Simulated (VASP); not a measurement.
# BaTiO3 (P4mm) in VASP: single point with PBE

Aim: the single point of BaTiO3 with PBE.

All numbers are computed with VASP 6.6.1; they aren't measurements. Logs are shortened: lines on timing, memory, paths and dates and some standing lists are left out, and cuts for length are marked.

## Step 1: The cell of the first run

Symmetry: P4mm, No. 99, tetragonal system. The conventional cell has a = 4.051 Å, b = 4.051 Å, c = 4.013 Å, α = 90.00°, β = 90.00°, γ = 90.00°. Ba (site symmetry 4mm) has 12 O at 2.81 to 2.90 Å and 8 Ti at 3.46 to 3.53 Å within 3.7 Å. Within 2.4 Å of Ti (site symmetry 4mm) lie 6 O at 1.83 to 2.18 Å. O (site symmetry 2mm) has 2 Ti at 2.03 Å and 4 Ba at 2.81 to 2.90 Å and 8 O at 2.82 to 2.89 Å within 2.9 Å. O (site symmetry 4mm) has 2 Ti at 1.83 to 2.18 Å within 2.4 Å.

## Step 2: Single point, PBE (epitaxial xy strain +2.0%)

The input, INCAR:

```
SYSTEM = BaTiO3
PREC = Accurate
ENCUT = 1340
EDIFF = 1E-6
ISMEAR = -1
SIGMA = 0.02
LREAL = .False.
LASPH = .True.
NELM = 120
ALGO = Normal
ISIF = 2
LWAVE = .False.
LCHARG = .True.
GGA = PE
LELF = .True.
LVHAR = .True.
NBANDS = 28
GGA_COMPAT = .False.
```

The input, KPOINTS:

```
Automatic mesh
0
Gamma
  6 6 6
  0 0 0
```

The input, POSCAR:

```
BaTiO3
1.0
    4.0514814922      0.0000000000      0.0000000000
    0.0000000000      4.0514814922      0.0000000000
    0.0000000000      0.0000000000      4.0125839363
Ba Ti O
1 1 3
Direct
    0.5000000000      0.5000000000      0.5807531748
    0.0000000000      0.0000000000      0.0960831836
    0.0000000000      0.5000000000      0.0652048700
    0.5000000000      0.0000000000      0.0652048700
    0.0000000000      0.0000000000      0.5527508916
```

Potentials or basis: VASP PAW PBE potentials, release 64 (Ba_sv, Ti_sv, O_h).

On the command line:

```console
cat potpaw_PBE.64/Ba_sv/POTCAR potpaw_PBE.64/Ti_sv/POTCAR potpaw_PBE.64/O_h/POTCAR > POTCAR
mpirun -np 1 vasp_std > vasp.out
```

OUTCAR:

```text
SYSTEM = BaTiO3
   PREC = Accurate
   ENCUT = 1340
   EDIFF = 1E-6
   ISMEAR = -1
   LREAL = .False.
   LASPH = .True.
   NELM = 120
   ISIF = 2
   GGA = PE

 ion  position               nearest neighbor table
   1  0.500  0.500  0.581-   3 2.81   4 2.81   4 2.81   3 2.81   5 2.87   5 2.87   5 2.87   5 2.87
                             3 2.90   4 2.90   3 2.90   4 2.90   2 3.46   2 3.46   2 3.46   2 3.46
   2  0.000  0.000  0.096-   5 1.83   4 2.03   3 2.03   3 2.03   4 2.03   5 2.18   1 3.46   1 3.46
                             1 3.46   1 3.46   1 3.53   1 3.53   1 3.53   1 3.53
   3  0.000  0.500  0.065-   2 2.03   2 2.03   1 2.81   1 2.81   1 2.90   1 2.90
   4  0.500  0.000  0.065-   2 2.03   2 2.03   1 2.81   1 2.81   1 2.90   1 2.90
   5  0.000  0.000  0.553-   2 1.83   2 2.18   1 2.87   1 2.87   1 2.87   1 2.87

  LATTYP: Found a simple tetragonal cell.
 ALAT       =     4.0514814922
 C/A-ratio  =     0.9903991772

  Lattice vectors:

 A1 = (   4.0514814922,   0.0000000000,   0.0000000000)
 A2 = (   0.0000000000,   4.0514814922,   0.0000000000)
 A3 = (   0.0000000000,   0.0000000000,   4.0125839363)

Analysis of symmetry for initial positions (statically):
=====================================================================
 Subroutine PRICEL returns:
 Original cell was already a primitive cell.

 Routine SETGRP: Setting up the symmetry group for a
 simple tetragonal supercell.

 Subroutine GETGRP returns: Found  8 space group operations
 (whereof  8 operations were pure point group operations)
 out of a pool of 16 trial point group operations.

The static configuration has the point symmetry C_4v.

Analysis of symmetry for dynamics (positions and initial velocities):
=====================================================================
 Subroutine PRICEL returns:
 Original cell was already a primitive cell.

 Routine SETGRP: Setting up the symmetry group for a
 simple tetragonal supercell.

 Subroutine GETGRP returns: Found  8 space group operations
 (whereof  8 operations were pure point group operations)
 out of a pool of 16 trial point group operations.

The dynamic configuration has the point symmetry C_4v.

 Subroutine INISYM returns: Found  8 space group operations
 (whereof  8 operations are pure point group operations),
 and found     1 'primitive' translations

----------------------------------------------------------------------------------------

                                     Primitive cell

  volume of cell :      65.8646

  direct lattice vectors                    reciprocal lattice vectors
     4.051481492  0.000000000  0.000000000     0.246823292  0.000000000  0.000000000
     0.000000000  4.051481492  0.000000000     0.000000000  0.246823292  0.000000000
     0.000000000  0.000000000  4.012583936     0.000000000  0.000000000  0.249215971

  length of vectors
     4.051481492  4.051481492  4.012583936     0.246823292  0.246823292  0.249215971

  position of ions in fractional coordinates (direct lattice)
     0.500000000  0.500000000  0.580753175
     0.000000000  0.000000000  0.096083184
     0.000000000  0.500000000  0.065204870
     0.500000000  0.000000000  0.065204870
     0.000000000  0.000000000  0.552750892

  ion indices of the primitive-cell ions
   primitive index   ion index
                 1           1
                 2           2
                 3           3
                 4           4
                 5           5

----------------------------------------------------------------------------------------

 KPOINTS: Automatic mesh

Automatic generation of k-mesh.
 Grid dimensions read from file:
 generate k-points for:    6    6    6

 Generating k-lattice:

  Cartesian coordinates                     Fractional coordinates (reciprocal lattice)
     0.041137215  0.000000000  0.000000000     0.166666667  0.000000000  0.000000000
     0.000000000  0.041137215  0.000000000     0.000000000  0.166666667  0.000000000
     0.000000000  0.000000000  0.041535995     0.000000000  0.000000000  0.166666667

  Length of vectors
     0.041137215  0.041137215  0.041535995

  Shift w.r.t. Gamma in fractional coordinates (k-lattice)
     0.000000000  0.000000000  0.000000000

 Subroutine IBZKPT returns following result:
 ===========================================

 Found     40 irreducible k-points:

 Following reciprocal coordinates:
            Coordinates               Weight
  0.000000  0.000000  0.000000      1.000000
  0.166667  0.000000  0.000000      4.000000
  0.333333  0.000000  0.000000      4.000000
  0.500000  0.000000  0.000000      2.000000
  0.166667  0.166667  0.000000      4.000000
  0.333333  0.166667  0.000000      8.000000
[... 16 lines left out ...]
  0.333333  0.000000  0.333333      8.000000
  0.500000  0.000000  0.333333      4.000000
 [... further k-points ...]
   k-points           NKPTS =     40   k-points in BZ     NKDIM =     40   number of bands    NBANDS=     28
   number of dos      NEDOS =    301   number of ions     NIONS =      5
   total plane-waves  NPLWV = 110592
   dimension x,y,z NGX =    48 NGY =   48 NGZ =   48
   dimension x,y,z NGXF=    96 NGYF=   96 NGZF=   96
   ions per type =               1   1   3
   NGX,Y,Z   is equivalent  to a cutoff of  19.70, 19.70, 19.89 a.u.
   NGXF,Y,Z  is equivalent  to a cutoff of  39.39, 39.39, 39.77 a.u.
 SYSTEM =  BaTiO3
   PREC   = accura    normal or accurate (medium, high low for compatibility)
   ISTART =      0    job   : 0-new  1-cont  2-samecut
   ICHARG =      2    charge: 1-file 2-atom 10-const
   ISPIN  =      1    spin polarized calculation?
   LNONCOLLINEAR =      F non collinear calculations
   LSORBIT =      F    spin-orbit coupling
   LASPH  =      T    aspherical Exc in radial PAW
   ENCUT  = 1340.0 eV  98.49 Ry    9.92 a.u.  12.09 12.09 11.98*2*pi/ulx,y,z
   NELM   =    120;   NELMIN=  2; NELMDL= -5     # of ELM steps
   EDIFF  = 0.1E-05   stopping-criterion for ELM
   LREAL  =      F    real-space projection
   EDIFFG = 0.1E-04   stopping-criterion for IOM
   NSW    =      0    number of steps for IOM
   IBRION =     -1    ionic relax: 0-MD 1-quasi-New 2-CG
   NFREE  =      0    steps in history (QN), initial steepest desc. (CG)
   ISIF   =      2    stress and relaxation
   ISYM   =      2    0-nonsym 1-usesym 2-fastsym
   POTIM  = 0.5000    time-step for ionic-motion
   TEBEG  =    0.0;   TEEND  =   0.0 temperature during run
   PSTRESS=    0.0 pullay stress
   NELECT =      40.0000    total number of electrons
   NUPDOWN=      -1.0000    fix difference up-down
   EMIN   =  10.00;   EMAX   =-10.00  energy-range for DOS
   EFERMI =   0.00;   METHOD = LEGACY
   ISMEAR =    -1;   SIGMA  =   0.02  broadening in eV -4-tet -1-fermi 0-gaus
   EFERMI_NEDOS =   21; number of points for ismear=-14 and -15
   IALGO  =     38    algorithm
   IMIX   =      4    mixing-type and parameters
     AMIX     =   0.40;   BMIX     =  1.00
     AMIX_MAG =   1.60;   BMIX_MAG =  1.00
  volume/ion in A,a.u.               =      13.17        88.90
  Fermi-wavevector in a.u.,A,eV,Ry     =   1.386365  2.619850 26.150500  1.922008
  Thomas-Fermi vector in A             =   2.510688
   LORBIT       =      0    0 simple, 1 ext, 2 COOP (PROOUT), +10 PAW based schemes
   GGA     = PE    functional components
   LHFCALC =     F    Hartree Fock is set to
   AEXX    =    0.0000 exact exchange contribution
   IVDW    =     0    specifies the selected vdW correction
   LEPSILON=     F    determine dielectric tensor
   LRPA    =     F    only Hartree local field effects (RPA)
 non-spin polarized calculation
  energy-cutoff  :     1340.00
  volume of cell :       65.86
 maximum number of plane-waves:      7364
   NGX = 25   NGY = 25   NGZ = 23

 number of electron      39.9999998 magnetization

 Free energy of the ion-electron system (eV)
  ---------------------------------------------------
  ext. energy  EPLUGINS =         0.00000000
  ---------------------------------------------------
  free energy    TOTEN  =       -40.02952217 eV

  energy without entropy =      -40.02952217  energy(sigma->0) =      -40.02952217

 E-fermi :   4.4081     XC(G=0): -11.1115

 val. band max:        4.0262274372   @ k =   0.5000   0.5000   0.5000
 cond. band min:       5.7845064642   @ k =   0.0000   0.0000   0.0000
 fundamental gap:      1.7582790270
 Fermi energy:         4.4081353383

 k-point     1 :       0.0000    0.0000    0.0000
  band No.  band energies     occupation
      1     -52.6012      2.00000
      2     -28.8785      2.00000
      3     -28.7978      2.00000
      4     -28.7978      2.00000
      5     -20.9208      2.00000
      6     -12.8829      2.00000
[... 20 lines left out ...]
     27       9.0183      0.00000
     28      11.0461      0.00000

 k-point     2 :       0.1667    0.0000    0.0000
  band No.  band energies     occupation
      1     -52.6010      2.00000
      2     -28.8781      2.00000
      3     -28.8088      2.00000
      4     -28.7974      2.00000
      5     -20.8960      2.00000
      6     -12.9153      2.00000
[... 20 lines left out ...]
     27       9.5166      0.00000
     28      11.6777      0.00000

 k-point     3 :       0.3333    0.0000    0.0000
  band No.  band energies     occupation
      1     -52.6006      2.00000
      2     -28.8773      2.00000
      3     -28.8307      2.00000
      4     -28.7966      2.00000
      5     -20.8456      2.00000
      6     -13.0284      2.00000
[... 20 lines left out ...]
     27      10.6752      0.00000
     28      12.1743      0.00000

 k-point     4 :       0.5000    0.0000    0.0000
  band No.  band energies     occupation
      1     -52.6004      2.00000
      2     -28.8768      2.00000
      3     -28.8416      2.00000
      4     -28.7961      2.00000
      5     -20.8199      2.00000
      6     -13.0991      2.00000
[... 578 lines left out ...]
     27      11.1860      0.00000
     28      12.4096      0.00000

 k-point    23 :       0.3333    0.0000    0.3333
  band No.  band energies     occupation
      1     -52.5999      2.00000
      2     -28.9146      2.00000
      3     -28.8286      2.00000
      4     -28.7951      2.00000
      5     -20.7855      2.00000
      6     -12.6685      2.00000
[... 20 lines left out ...]
     27      12.2445      0.00000
     28      12.5109      0.00000

 k-point    24 :       0.5000    0.0000    0.3333
  band No.  band energies     occupation
      1     -52.5997      2.00000
      2     -28.9139      2.00000
      3     -28.8393      2.00000
      4     -28.7947      2.00000
      5     -20.7667      2.00000
      6     -12.6481      2.00000
[... 20 lines left out ...]
     27      12.0296      0.00000
     28      13.2773      0.00000

 [... further k-points ...]

------------------------ aborting loop because EDIFF is reached ----------------------------------------

  FORCE on cell =-STRESS in cart. coord.  units (eV):
  Direction    XX          YY          ZZ          XY          YZ          ZX
  --------------------------------------------------------------------------------------
  -------------------------------------------------------------------------------------
  Total       -0.3150075     -0.3150075      1.9485279      0.0000000      0.0000000      0.0000000
  in kB       -7.6626604     -7.6626604     47.3985838      0.0000000      0.0000000      0.0000000
  external PRESSURE =      10.6910877 kB  Pullay stress =       0.0000000 kB

 VOLUME and BASIS-vectors are now :
 -----------------------------------------------------------------------------
  energy-cutoff  :     1340.00
  volume of cell :       65.86
      direct lattice vectors                 reciprocal lattice vectors
     4.051481492  0.000000000  0.000000000     0.246823292  0.000000000  0.000000000
     0.000000000  4.051481492  0.000000000     0.000000000  0.246823292  0.000000000
     0.000000000  0.000000000  4.012583936     0.000000000  0.000000000  0.249215971

 POSITION                                       TOTAL-FORCE (eV/Angst)
 -----------------------------------------------------------------------------------
      2.02574      2.02574      2.33032        -0.000000      0.000000     -0.015611
      0.00000      0.00000      0.38554         0.000000     -0.000000     -0.089329
      0.00000      2.02574      0.26164        -0.000000      0.000000     -0.020388
      2.02574      0.00000      0.26164        -0.000000      0.000000     -0.020388
      0.00000      0.00000      2.21796        -0.000000     -0.000000      0.145715
 -----------------------------------------------------------------------------------
    total drift:                                0.000000      0.000000     -0.000085

  FREE ENERGIE OF THE ION-ELECTRON SYSTEM (eV)
  ---------------------------------------------------
  free  energy   TOTEN  =       -40.0295221668 eV

  energy  without entropy=      -40.0295221667  energy(sigma->0) =      -40.02952217
```

It took 4.1 min on 1 thread of Intel Xeon Platinum 8259CL at 2.50GHz (Skylake/Cascade Lake), shared host; peak memory 0.54 GiB.

What came out:

| Item | Value |
| --- | --- |
| Free energy | -40.0295 eV |
| Pressure | 1.1 GPa |
| Largest force | 0.146 eV/Å |
| Band gap on the k mesh | 1.76 eV (least direct gap 2.11 eV) |

Forces on the atoms (eV/Å):
```
Ba   0.000  0.000 -0.016
Ti   0.000  0.000 -0.089
O    0.000  0.000 -0.020
O    0.000  0.000 -0.020
O    0.000  0.000  0.146
```

Caveat: the cell differs from its parent crystal (epitaxial xy strain +2.0%); the stress differs along the axes, from -1 to 5 GPa; spin-orbit coupling is left out, which moves the levels of the heavy elements. A k mesh can miss the band edges.
